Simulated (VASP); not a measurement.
Write the native input for VASP 6.6.1 that does the following.

```yaml
Task: single point
Functional: PBE
Potentials_or_basis: VASP PAW PBE potentials, release 64 (Pb_d)
Cutoff: 520 eV
k_mesh: 12 × 12 × 12
Occupations: gaussian, width 0.05 eV
Spin: no spin polarisation
Dipole_correction: no
Further_INCAR_settings: ALGO = Fast; EDIFF = 1e-06; NBANDS = 13
```

The structure of Pb lies in POSCAR:

```
Pb
1.0
   -1.9796595667      1.9796595667      1.9796595667
    1.9796595667     -1.9796595667      1.9796595667
    1.9796595667      1.9796595667     -1.9796595667
Pb
1
Direct
    0.0000000000      0.0000000000      0.0000000000
```

One way to write it, as run:

INCAR

```
SYSTEM = Pb
ALGO = Fast
EDIFF = 1E-6
ENCUT = 520
GGA = PE
ISIF = 2
ISMEAR = 0
LASPH = .True.
LCHARG = .False.
LREAL = .False.
LWAVE = .False.
NBANDS = 13
NELM = 60
PREC = Accurate
SIGMA = 0.05
```

KPOINTS

```
k-points
0
Gamma
  12 12 12
  0 0 0
```

Potentials or basis: VASP PAW PBE potentials, release 64 (Pb_d).

Launch:

```console
$ cat potpaw_PBE.64/Pb_d/POTCAR > POTCAR
$ mpirun -np 1 vasp_std > vasp.out
```

It gave:

* Pressure: 1.2 GPa
* Band gap on the k mesh: zero (band 7 reaches 14.47 eV, above the bottom of band 8 at 5.03 eV)

Caveat: spin-orbit coupling is left out, which moves the levels of the heavy elements.

It took 87 s on 1 thread of AMD EPYC 7R13, with other jobs on the host, peak memory 0.14 GiB.
